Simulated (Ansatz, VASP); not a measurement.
## Two plane-wave programs on C

File INCAR:

```
PREC     = Accurate       # precision mode
ENCUT    = 910            # plane-wave cutoff, eV
EDIFF    = 1E-6           # SCF threshold, eV
ISMEAR   = 0              # smearing method
SIGMA    = 0.05           # smearing width, eV
LREAL    = False          # projectors in reciprocal space
LASPH    = True           # aspherical terms in the spheres
NELM     = 120            # most SCF steps
ALGO     = Normal         # electronic algorithm
ISIF     = 2              # what is computed and relaxed
LWAVE    = False          # write WAVECAR
LCHARG   = False          # write CHGCAR
GGA      = CA             # functional
NBANDS   = 11             # bands
GGA_COMPAT= False
```

KPOINTS

```
regular mesh
0
Gamma
  12 12 12
```

POSCAR

```
C
1.0
    0.0000000000      1.7235554508      1.8086990901
    1.7235554508      0.0000000000      1.8086990901
    1.7235554508      1.7235554508      0.0000000000
C
2
Direct
    0.5000000000      0.5000000000      0.5000000000
    0.7500000000      0.7500000000      0.7500000000
```

Input for Ansatz:

```yaml
crystal:
  lattice:
    - [0.0, 1.7235554508, 1.8086990901]
    - [1.7235554508, 0.0, 1.8086990901]
    - [1.7235554508, 1.7235554508, 0.0]
  atoms:
    - { symbol: C, position: [0.5, 0.5, 0.5] }
    - { symbol: C, position: [0.75, 0.75, 0.75] }
basis:
  ecutwfc: 520.0
kpoints:
  mp_grid: { grid: [12, 12, 12] }
hamiltonian:
  xc: lda
  pseudopotentials: { kind: paw, azcp: { folder: soft_1 } }
scf:
  occupations: { method: gaussian, width: 0.05 }
output:
  forces: true
  stress: true
  eigenvalues: true
```

Alike in both runs: task single point; functional LDA; k mesh 12 × 12 × 12; occupations gaussian, width 0.05 eV; no spin polarisation.

```csv
,VASP,Ansatz
version,VASP 6.6.1,Ansatz 0.2.0
potentials or method,"VASP PAW LDA potentials, release 64 (C_h), cutoff 910 eV","scalar-relativistic, plane waves, PAW"
valence electrons in the cell,8,8
```

```tsv
	VASP	Ansatz	Ansatz less VASP
gap on the k mesh at the Fermi level (eV)	3.63	3.64	+0.006
least direct gap on the mesh (eV)	5.25	5.25	-0.003
```

Ansatz warns that its potentials were made for another functional, while VASP's fit it. LDA's correlation is that of Perdew and Zunger in VASP and of Perdew and Wang (1992) in Ansatz.

Noted on VASP's run: the cutoff is short for stress, so the pressure is rough.
